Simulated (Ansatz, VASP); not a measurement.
**CdTe: VASP beside Ansatz**

The input INCAR:

```
  PREC = Accurate
  ENCUT = 520
  EDIFF = 1E-6
  ISMEAR = 1
  SIGMA = 0.005
  LREAL = False
  LASPH = True
  NELM = 150
  ALGO = Normal
  ISIF = 2
  LWAVE = False
  LCHARG = False
  ISPIN = 2
  MAGMOM = 0 0
  LORBIT = 11
  GGA = PS
  NBANDS = 20
```

The input KPOINTS:

```
Automatic mesh
0
Gamma
  13 13 13
```

The input POSCAR:

```
CdTe
1.0
    3.7006232649      0.0000000000      0.0000000000
    0.0000000000      3.7006232649      0.0000000000
    0.0000000000      0.0000000000      3.7006232649
Cd Te
1 1
Direct
    0.0000000000      0.0000000000      0.0000000000
    0.5000000000      0.5000000000      0.5000000000
```

Input for Ansatz:

```yaml
crystal:
  lattice:
    - [3.7006232649, 0.0, 0.0]
    - [0.0, 3.7006232649, 0.0]
    - [0.0, 0.0, 3.7006232649]
  atoms:
    - { symbol: Cd, position: [0.0, 0.0, 0.0] }
    - { symbol: Te, position: [0.5, 0.5, 0.5] }
kpoints:
  mp_grid: { grid: [13, 13, 13] }
  band_path:
    path:
      - [0.0, 0.0, 0.0]
      - [0.0, 0.5, 0.0]
      - [0.5, 0.5, 0.0]
      - [0.0, 0.0, 0.0]
      - [0.5, 0.5, 0.5]
      - [0.0, 0.5, 0.0]
      - [0.5, 0.5, 0.5]
      - [0.5, 0.5, 0.0]
    npoints: 14
scf:
  occupations: { method: cold, width: 0.005 }
hamiltonian:
  xc: pbesol
  pseudopotentials: { kind: all_electron, lapw: { basis_error: 0.001 } }
output:
  forces: true
  stress: true
  eigenvalues: true
  populations: true
magnetization:
  spin_polarized: true
```

Alike in both runs: task single point; functional PBEsol; k mesh 13 × 13 × 13; collinear spin.

```csv
,VASP,Ansatz
version,VASP 6.6.1,Ansatz 0.2.0
potentials or method,"VASP PAW PBE potentials, release 64 (Cd, Te), cutoff 520 eV","all-electron LAPW, scalar-relativistic"
occupations,"methfessel-paxton of order 1, width 0.005 eV","cold, width 0.005 eV"
```

|  | VASP | Ansatz | Ansatz less VASP |
| --- | --- | --- | --- |
| gap on the k mesh at the Fermi level (eV) | none | none | - |
| pressure (GPa) | 0.2 | 0.0 | -0.21 |
| net moment per atom (μB) | 0.00 | 0.00 | 0.000 |

VASP's potentials were made for PBE, not for PBEsol. A gap of «none» marks a metal or a gap that the smearing closes. Ansatz ran all-electron here, and VASP with PAW potentials. Ansatz's warnings: no starting moments, stability check not made.

Neither program's run includes spin-orbit coupling.
